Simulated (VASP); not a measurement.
# C in VASP: a series of runs

The runs below take C through single point, relaxation of the atoms, with PBEsol.

Everything below comes from runs of VASP 6.6.1. Logs are shortened: lines on timing, memory, paths and dates and some standing lists are left out, and cuts for length are marked.

### 1 The cell of the first run

The cell holds a slab with vacuum, 6 atoms: a = 2.459 Å, b = 2.459 Å, c = 22.307 Å, α = 90.00°, β = 90.00°, γ = 120.00°.

### 2 Single point, PBEsol

INCAR reads:

```
SYSTEM = C
PREC     = Accurate       ! precision mode
ENCUT    = 520            ! plane-wave cutoff, eV
EDIFF    = 1E-6           ! SCF threshold, eV
ISMEAR   = 0              ! smearing method
SIGMA    = 0.1            ! smearing width, eV
LREAL    = .FALSE.        ! projectors in reciprocal space
LASPH    = .TRUE.         ! aspherical terms in the spheres
NELM     = 60             ! most SCF steps
ALGO     = Normal         ! electronic algorithm
ISIF     = 2              ! what is computed and relaxed
LWAVE    = .FALSE.        ! write WAVECAR
LCHARG   = .TRUE.         ! write CHGCAR
LDIPOL   = .TRUE.       
IDIPOL   = 3            
DIPOL    = 0.5 0.5 0.500
GGA      = PS             ! functional
LELF     = .TRUE.         ! ELF
LVHAR    = .TRUE.       
LVACPOTAV= .TRUE.       
NBANDS   = 21             ! bands
```

KPOINTS reads:

```
regular mesh
0
G
  15 15 1
  0 0 0
```

POSCAR reads:

```
C
1.0
    2.4588792268      0.0000000000      0.0000000000
   -1.2294396134      2.1294518752      0.0000000000
    0.0000000000      0.0000000000     22.3070295267
C
6
Direct
    0.0000000000      0.0000000000      0.3362168858
    0.3333333333      0.6666666667      0.3362168858
    0.0000000000      0.0000000000      0.5000000000
    0.6666666667      0.3333333333      0.5000000000
    0.0000000000      0.0000000000      0.6637831142
    0.3333333333      0.6666666667      0.6637831142
```

Potentials or basis: VASP PAW PBE potentials, release 64 (C).

Run with:

```sh
$ cat potpaw_PBE.64/C/POTCAR > POTCAR
$ mpirun -np 1 vasp_std > vasp.out
```

OUTCAR:

```text
SYSTEM = C
   PREC = Accurate
   ENCUT = 520
   EDIFF = 1E-6
   ISMEAR = 0
   LREAL = .FALSE.
   LASPH = .TRUE.
   NELM = 60
   ISIF = 2
   GGA = PS

 ion  position               nearest neighbor table
   1  0.000  0.000  0.336-   2 1.42   2 1.42   2 1.42
   2  0.333  0.667  0.336-   1 1.42   1 1.42   1 1.42
   3  0.000  0.000  0.500-   4 1.42   4 1.42   4 1.42
   4  0.667  0.333  0.500-   3 1.42   3 1.42   3 1.42
   5  0.000  0.000  0.664-   6 1.42   6 1.42   6 1.42
   6  0.333  0.667  0.664-   5 1.42   5 1.42   5 1.42

  LATTYP: Found a hexagonal cell.
 ALAT       =     2.4588792268
 C/A-ratio  =     9.0720313888

  Lattice vectors:

 A1 = (   2.4588792268,   0.0000000000,   0.0000000000)
 A2 = (  -1.2294396134,   2.1294518752,   0.0000000000)
 A3 = (   0.0000000000,   0.0000000000,  22.3070295267)

Analysis of symmetry for initial positions (statically):
=====================================================================
 Subroutine PRICEL returns:
 Original cell was already a primitive cell.

 Routine SETGRP: Setting up the symmetry group for a
 hexagonal supercell.

 Subroutine GETGRP returns: Found 12 space group operations
 (whereof 12 operations were pure point group operations)
 out of a pool of 24 trial point group operations.

The static configuration has the point symmetry D_3h.

Analysis of symmetry for dynamics (positions and initial velocities):
=====================================================================
 Subroutine PRICEL returns:
 Original cell was already a primitive cell.

 Routine SETGRP: Setting up the symmetry group for a
 hexagonal supercell.

 Subroutine GETGRP returns: Found 12 space group operations
 (whereof 12 operations were pure point group operations)
 out of a pool of 24 trial point group operations.

The dynamic configuration has the point symmetry D_3h.

 Subroutine INISYM returns: Found 12 space group operations
 (whereof 12 operations are pure point group operations),
 and found     1 'primitive' translations

----------------------------------------------------------------------------------------

                                     Primitive cell

  volume of cell :     116.8011

  direct lattice vectors                    reciprocal lattice vectors
     2.458879227  0.000000000  0.000000000     0.406689352  0.234802207  0.000000000
    -1.229439613  2.129451875  0.000000000     0.000000000  0.469604414  0.000000000
     0.000000000  0.000000000 22.307029527     0.000000000  0.000000000  0.044828918

  length of vectors
     2.458879227  2.458879227 22.307029527     0.469604414  0.469604414  0.044828918

  position of ions in fractional coordinates (direct lattice)
     0.000000000  0.000000000  0.336216886
     0.333333333  0.666666667  0.336216886
     0.000000000  0.000000000  0.500000000
     0.666666667  0.333333333  0.500000000
     0.000000000  0.000000000  0.663783114
     0.333333333  0.666666667  0.663783114

  ion indices of the primitive-cell ions
   primitive index   ion index
                 1           1
                 2           2
                 3           3
                 4           4
                 5           5
                 6           6

----------------------------------------------------------------------------------------

 KPOINTS: regular mesh

Automatic generation of k-mesh.
 Grid dimensions read from file:
 generate k-points for:   15   15    1

 Generating k-lattice:

  Cartesian coordinates                     Fractional coordinates (reciprocal lattice)
     0.027112623  0.015653480  0.000000000     0.066666667  0.000000000  0.000000000
     0.000000000  0.031306961  0.000000000     0.000000000  0.066666667  0.000000000
     0.000000000  0.000000000  0.044828918     0.000000000  0.000000000  1.000000000

  Length of vectors
     0.031306961  0.031306961  0.044828918

  Shift w.r.t. Gamma in fractional coordinates (k-lattice)
     0.000000000  0.000000000  0.000000000

 Subroutine IBZKPT returns following result:
 ===========================================

 Found     27 irreducible k-points:

 Following reciprocal coordinates:
            Coordinates               Weight
  0.000000  0.000000  0.000000      1.000000
  0.066667  0.000000  0.000000      6.000000
  0.133333  0.000000  0.000000      6.000000
  0.200000  0.000000  0.000000      6.000000
  0.266667  0.000000  0.000000      6.000000
  0.333333  0.000000  0.000000      6.000000
[... 16 lines left out ...]
  0.333333  0.200000  0.000000     12.000000
  0.400000  0.200000  0.000000      6.000000
 [... further k-points ...]
   k-points           NKPTS =     27   k-points in BZ     NKDIM =     27   number of bands    NBANDS=     21
   number of dos      NEDOS =    301   number of ions     NIONS =      6
   total plane-waves  NPLWV =  54432
   dimension x,y,z NGX =    18 NGY =   18 NGZ =  168
   dimension x,y,z NGXF=    36 NGYF=   36 NGZF=  336
   ions per type =               6
   NGX,Y,Z   is equivalent  to a cutoff of  12.17, 12.17, 12.52 a.u.
   NGXF,Y,Z  is equivalent  to a cutoff of  24.34, 24.34, 25.04 a.u.
 SYSTEM =  C
   PREC   = accura    normal or accurate (medium, high low for compatibility)
   ISTART =      0    job   : 0-new  1-cont  2-samecut
   ICHARG =      2    charge: 1-file 2-atom 10-const
   ISPIN  =      1    spin polarized calculation?
   LNONCOLLINEAR =      F non collinear calculations
   LSORBIT =      F    spin-orbit coupling
   LASPH  =      T    aspherical Exc in radial PAW
   ENCUT  =  520.0 eV  38.22 Ry    6.18 a.u.   4.57  4.57 41.48*2*pi/ulx,y,z
   NELM   =     60;   NELMIN=  2; NELMDL= -5     # of ELM steps
   EDIFF  = 0.1E-05   stopping-criterion for ELM
   LREAL  =      F    real-space projection
   EDIFFG = 0.1E-04   stopping-criterion for IOM
   NSW    =      0    number of steps for IOM
   IBRION =     -1    ionic relax: 0-MD 1-quasi-New 2-CG
   NFREE  =      0    steps in history (QN), initial steepest desc. (CG)
   ISIF   =      2    stress and relaxation
   ISYM   =      2    0-nonsym 1-usesym 2-fastsym
   POTIM  = 0.5000    time-step for ionic-motion
   TEBEG  =    0.0;   TEEND  =   0.0 temperature during run
   PSTRESS=    0.0 pullay stress
   NELECT =      24.0000    total number of electrons
   NUPDOWN=      -1.0000    fix difference up-down
   EMIN   =  10.00;   EMAX   =-10.00  energy-range for DOS
   EFERMI =   0.00;   METHOD = LEGACY
   ISMEAR =     0;   SIGMA  =   0.10  broadening in eV -4-tet -1-fermi 0-gaus
   EFERMI_NEDOS =   21; number of points for ismear=-14 and -15
   IALGO  =     38    algorithm
   IMIX   =      4    mixing-type and parameters
     AMIX     =   0.40;   BMIX     =  1.00
     AMIX_MAG =   1.60;   BMIX_MAG =  1.00
  volume/ion in A,a.u.               =      19.47       131.37
  Fermi-wavevector in a.u.,A,eV,Ry     =   0.966043  1.825556 12.697481  0.933238
  Thomas-Fermi vector in A             =   2.095811
   LORBIT       =      0    0 simple, 1 ext, 2 COOP (PROOUT), +10 PAW based schemes
   GGA     = PS    functional components
   LHFCALC =     F    Hartree Fock is set to
   AEXX    =    0.0000 exact exchange contribution
   IVDW    =     0    specifies the selected vdW correction
   LEPSILON=     F    determine dielectric tensor
   LRPA    =     F    only Hartree local field effects (RPA)
 non-spin polarized calculation
 Gauss-broadening in eV      SIGMA  =   0.10
  energy-cutoff  :      520.00
  volume of cell :      116.80
 maximum number of plane-waves:      3194
   NGX =  9   NGY =  9   NGZ = 83

 dipolmoment           0.000000      0.000000      0.000000 electrons x Angstroem

 number of electron      23.9999991 magnetization

 dipolmoment           0.000000      0.000000     -0.000000 electrons x Angstroem

 Free energy of the ion-electron system (eV)
  ---------------------------------------------------
  ext. energy  EPLUGINS =         0.00000000
  ---------------------------------------------------
  free energy    TOTEN  =       -57.86017989 eV

  energy without entropy =      -57.85817480  energy(sigma->0) =      -57.85917734

 E-fermi :  -0.2580     XC(G=0):  -5.1859

 val. band max:       -0.2582206757   @ k =   0.3333   0.3333   0.0000
 cond. band min:      -0.2539122801   @ k =   0.3333   0.3333   0.0000
 fundamental gap:      0.0043083956
 Fermi energy:        -0.2580063905

 k-point     1 :       0.0000    0.0000    0.0000
  band No.  band energies     occupation
      1     -19.8540      2.00000
      2     -19.8029      2.00000
      3     -19.7448      2.00000
      4      -8.3985      2.00000
      5      -7.9703      2.00000
      6      -7.5003      2.00000
[... 13 lines left out ...]
     20       8.0861      0.00000
     21       8.0908      0.00000

 k-point     2 :       0.0667    0.0000    0.0000
  band No.  band energies     occupation
      1     -19.7479      2.00000
      2     -19.6972      2.00000
      3     -19.6396      2.00000
      4      -8.2700      2.00000
      5      -7.8435      2.00000
      6      -7.3758      2.00000
[... 13 lines left out ...]
     20       8.1406      0.00000
     21       8.1571      0.00000

 k-point     3 :       0.1333    0.0000    0.0000
  band No.  band energies     occupation
      1     -19.4305      2.00000
      2     -19.3810      2.00000
      3     -19.3246      2.00000
      4      -7.8862      2.00000
      5      -7.4655      2.00000
      6      -7.0046      2.00000
[... 13 lines left out ...]
     20       8.1763      0.00000
     21       8.1889      0.00000

 k-point     4 :       0.2000    0.0000    0.0000
  band No.  band energies     occupation
      1     -18.9041      2.00000
      2     -18.8565      2.00000
      3     -18.8020      2.00000
      4      -7.2534      2.00000
      5      -6.8430      2.00000
      6      -6.3948      2.00000
[... 13 lines left out ...]
     20       8.0637      0.00000
     21       8.1691      0.00000

 k-point     5 :       0.2667    0.0000    0.0000
  band No.  band energies     occupation
      1     -18.1726      2.00000
      2     -18.1277      2.00000
      3     -18.0758      2.00000
      4      -8.1164      2.00000
      5      -8.1020      2.00000
      6      -8.0810      2.00000
[... 13 lines left out ...]
     20       7.6339      0.00000
     21       7.7233      0.00000
[... 382 lines left out ...]
     20       9.1829      0.00000
     21      10.3173      0.00000

 k-point    22 :       0.2667    0.2000    0.0000
  band No.  band energies     occupation
      1     -16.0346      2.00000
      2     -15.9972      2.00000
      3     -15.9529      2.00000
      4     -10.4635      2.00000
      5     -10.4486      2.00000
      6     -10.4272      2.00000
[... 13 lines left out ...]
     20      10.1929      0.00000
     21      10.7024      0.00000

 k-point    23 :       0.3333    0.2000    0.0000
  band No.  band energies     occupation
      1     -14.8736      2.00000
      2     -14.8409      2.00000
      3     -14.8014      2.00000
      4     -11.9138      2.00000
      5     -11.8923      2.00000
      6     -11.8641      2.00000
[... 13 lines left out ...]
     20      10.6550      0.00000
     21      10.8905      0.00000

 k-point    24 :       0.4000    0.2000    0.0000
  band No.  band energies     occupation
      1     -13.8968      2.00000
      2     -13.8808      2.00000
      3     -13.8599      2.00000
      4     -12.9727      2.00000
      5     -12.9643      2.00000
      6     -12.9474      2.00000
[... 13 lines left out ...]
     20      10.9610      0.00000
     21      11.1767      0.00000

 [... further k-points ...]

------------------------ aborting loop because EDIFF is reached ----------------------------------------

  FORCE on cell =-STRESS in cart. coord.  units (eV):
  Direction    XX          YY          ZZ          XY          YZ          ZX
  --------------------------------------------------------------------------------------
  -------------------------------------------------------------------------------------
  Total        0.3511952      0.3511952     -0.0475041     -0.0000000     -0.0000000      0.0000000
  in kB        4.8173970      4.8173970     -0.6516204     -0.0000000     -0.0000000      0.0000000
  external PRESSURE =       2.9943912 kB  Pullay stress =       0.0000000 kB

 VOLUME and BASIS-vectors are now :
 -----------------------------------------------------------------------------
  energy-cutoff  :      520.00
  volume of cell :      116.80
      direct lattice vectors                 reciprocal lattice vectors
     2.458879227  0.000000000  0.000000000     0.406689352  0.234802207  0.000000000
    -1.229439613  2.129451875  0.000000000     0.000000000  0.469604414  0.000000000
     0.000000000  0.000000000 22.307029527     0.000000000  0.000000000  0.044828918

 POSITION                                       TOTAL-FORCE (eV/Angst)
 -----------------------------------------------------------------------------------
      0.00000      0.00000      7.50000        -0.000000      0.000000      0.005143
     -0.00000      1.41963      7.50000         0.000000      0.000000     -0.002674
      0.00000      0.00000     11.15351        -0.000000     -0.000000     -0.000000
      1.22944      0.70982     11.15351         0.000000     -0.000000     -0.000000
      0.00000      0.00000     14.80703        -0.000000      0.000000     -0.005143
     -0.00000      1.41963     14.80703         0.000000      0.000000      0.002674
 -----------------------------------------------------------------------------------
    total drift:                                0.000000     -0.000000     -0.000000

  FREE ENERGIE OF THE ION-ELECTRON SYSTEM (eV)
  ---------------------------------------------------
  free  energy   TOTEN  =       -57.8601798866 eV

  energy  without entropy=      -57.8581748014  energy(sigma->0) =      -57.85917734

 vacuum level on the upper side and lower side of the slab         4.058         4.058
```

It took 2.6 min on 1 thread of Intel Xeon 8259CL, shared host; peak memory 0.23 GiB.

Results:

```yaml
Free_energy: -57.8602 eV
Largest_force: 0.005 eV/Å
Band_gap_on_the_k_mesh: zero (filled and empty bands touch)
```

Forces in eV/Å, atoms in the order of the input:
```
C    0.000  0.000  0.005
C    0.000  0.000 -0.003
C    0.000  0.000  0.000
C    0.000  0.000  0.000
C    0.000  0.000 -0.005
C    0.000  0.000  0.003
```

Caveat: the PAW data sets were made with another functional, which shifts forces and pressure a little.

### 3 Relaxation of the atoms, PBEsol

INCAR reads:

```
PREC = Accurate ; ENCUT = 520
EDIFF = 1E-6 ; ISMEAR = 0
SIGMA = 0.1 ; LREAL = False
LASPH = True ; NELM = 100
ALGO = Normal ; ISIF = 2
LWAVE = False ; LCHARG = False
LDIPOL = True ; IDIPOL = 3
DIPOL = 0.5 0.5 0.500 ; GGA = PS
IBRION = 2 ; NSW = 80
EDIFFG = -0.02
```

KPOINTS reads:

```
regular mesh
0
Gamma
  15 15 1
```

POSCAR is that of step 2.

Potentials or basis: VASP PAW PBE potentials, release 64 (C).

Run with:

```sh
$ cat potpaw_PBE.64/C/POTCAR > POTCAR
$ mpirun -np 1 vasp_std > vasp.out
```

Wall time 92 s (1 thread of Intel Xeon 8259CL, shared host); peak memory 0.23 GiB.

The run converged. Its results:

| Property | Result |
| --- | --- |
| Free energy | -57.8602 eV |
| Largest force after relaxing | 0.005 eV/Å |
| Band gap on the k mesh | zero (filled and empty bands touch) |

Forces on the atoms (eV/Å):
```
C    0.000  0.000  0.005
C    0.000  0.000 -0.003
C    0.000  0.000  0.000
C    0.000  0.000  0.000
C    0.000  0.000 -0.005
C    0.000  0.000  0.003
```

Final structure:
```
C
1.0
     2.45888    0.00000    0.00000
    -1.22944    2.12945    0.00000
     0.00000    0.00000   22.30703
C
6
Direct
  0.00000 0.00000 0.33622
  0.33333 0.66667 0.33622
  0.00000 0.00000 0.50000
  0.66667 0.33333 0.50000
  0.00000 0.00000 0.66378
  0.33333 0.66667 0.66378
```

Levels at points of the mesh, in eV from the Fermi level:
| k point | band 10 | band 11 | band 12 | band 13 | band 14 | band 15 |
| --- | --- | --- | --- | --- | --- | --- |
| (0.00, 0.00, 0.00) | -2.99 | -2.99 | -2.99 | 3.41 | 3.76 | 4.44 |

Caveat: the relaxation stopped at its first step, so nothing moved; the PAW data sets were made with another functional, which shifts forces and pressure a little.
